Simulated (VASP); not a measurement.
Here is a VASP 6.6.1 calculation.

File INCAR:

```
SYSTEM = Os
PREC = Accurate
ENCUT = 600
EDIFF = 1E-6
ISMEAR = 0
SIGMA = 0.1
LREAL = .FALSE.
LASPH = .TRUE.
NELM = 120
ALGO = Normal
ISIF = 2
LWAVE = .FALSE.
LCHARG = .FALSE.
GGA = PS
NBANDS = 10
GGA_COMPAT = .FALSE.
```

File KPOINTS:

```
Automatic mesh
0
G
  6 6 6
  0 0 0
```

Contents of POSCAR:

```
Os
1.0
   -1.5309459034      1.5309459034      1.5309459034
    1.5309459034     -1.5309459034      1.5309459034
    1.5309459034      1.5309459034     -1.5309459034
Os
1
Direct
    0.0000000000      0.0000000000      0.0000000000
```

Potentials or basis: VASP PAW PBE potentials, release 64 (Os).

Run with:

```sh
$ cat potpaw_PBE.64/Os/POTCAR > POTCAR
$ mpirun -np 1 vasp_std > vasp.out
```

**Question.** Predict the pressure.

**Answer.** 1.9 GPa.

**Question.** What does it give for the band gap on the k mesh?

**Answer.** Zero (band 4 reaches 11.64 eV, above the bottom of band 5 at 6.95 eV).

Caveat: the k points lie up to 0.48 Å⁻¹ apart; the PAW data sets were made with another functional, which shifts forces and pressure a little; spin-orbit coupling is left out, which moves the levels of the heavy elements.
